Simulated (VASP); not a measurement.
KCdCO3F:

```
CELL_PARAMETERS angstrom
5.13240 0.00000 0.00000
-2.56620 4.44479 0.00000
0.00000 0.00000 4.43240
ATOMIC_POSITIONS crystal
K 0.00000 0.00000 0.00000
Cd 0.66667 0.33333 0.50000
C 0.33333 0.66667 0.50000
O 0.19250 0.38500 0.50000
O 0.19250 0.80750 0.50000
O 0.61500 0.80750 0.50000
F 0.66667 0.33333 0.00000
```

| Property | Result |
| --- | --- |
| Program | VASP 6.6.1 |
| Task | relaxation of the atoms |
| Functional | PBE |
| Potentials or basis | VASP PAW PBE potentials, release 64 (K_sv, Cd, C, O, F) |
| Cutoff | 520 eV |
| k mesh | 5 × 5 × 5 |
| Occupations | fermi-dirac, width 0.02 eV |
| Spin | no spin polarisation |

At the start: pressure 7.0 GPa; volume 14.44 Å³/atom.

Problem. Where does the relaxation end?

Solution. Over 4 steps the energy falls by 31.4 meV/atom; space group P-6m2 (No. 187, to 0.1 Å) before and after.

Step by step:
```
step  energy change (eV)  largest force (eV/Å)  pressure (GPa)
   1              0.0000                3.4481            6.98
   2              0.9436                5.6293           -8.51
   3             -0.2197                0.0720            0.95
   4             -0.2198                0.0096            1.06
```

Final structure:
```yaml
crystal:
  lattice:
    - [5.13240, 0.00000, 0.00000]
    - [-2.56620, 4.44479, 0.00000]
    - [0.00000, 0.00000, 4.43240]
  atoms:
    - { symbol: K, position: [0.00000, 0.00000, 0.00000] }
    - { symbol: Cd, position: [0.66667, 0.33333, 0.50000] }
    - { symbol: C, position: [0.33333, 0.66667, 0.50000] }
    - { symbol: O, position: [0.18747, 0.37494, 0.50000] }
    - { symbol: O, position: [0.18747, 0.81253, 0.50000] }
    - { symbol: O, position: [0.62506, 0.81253, 0.50000] }
    - { symbol: F, position: [0.66667, 0.33333, 0.00000] }
```
